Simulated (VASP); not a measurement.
## AlSn: single point with PBEsol

AlSn:

```
Sn Al
1.0
     3.91157    0.00000    0.00000
    -1.95579    3.38752    0.00000
     0.00000    0.00000    3.19737
Sn Al
1 1
Cartesian
  0.0000 2.2583 1.5987
  0.0000 0.0000 0.0000
```

```json
{
  "Program": "VASP 6.6.1",
  "Task": "single point",
  "Functional": "PBEsol",
  "Potentials or basis": "VASP PAW PBE potentials, release 64 (Sn_d, Al)",
  "Cutoff": "500 eV",
  "k mesh": "7 × 7 × 8",
  "Occupations": "fermi-dirac, width 0.05 eV",
  "Spin": "no spin polarisation"
}
```

The pressure is 10.0 GPa.

Levels at points of the mesh, in eV from the Fermi level:
```
           k point  band 6  band 7  band 8  band 9  band 10  band 11
(0.00, 0.00, 0.00)  -11.68    0.00    0.00    2.14     2.25     3.48
(0.00, 0.00, 0.50)   -8.33   -7.20    3.26    3.26     4.13     4.13
```

Wall time 14 s on 1 thread of Intel Xeon 6975P-C, on a shared host, peak memory 0.17 GiB.

Caveat: the PAW data sets were made with another functional, which shifts forces and pressure a little; spin-orbit coupling is left out, which moves the levels of the heavy elements.
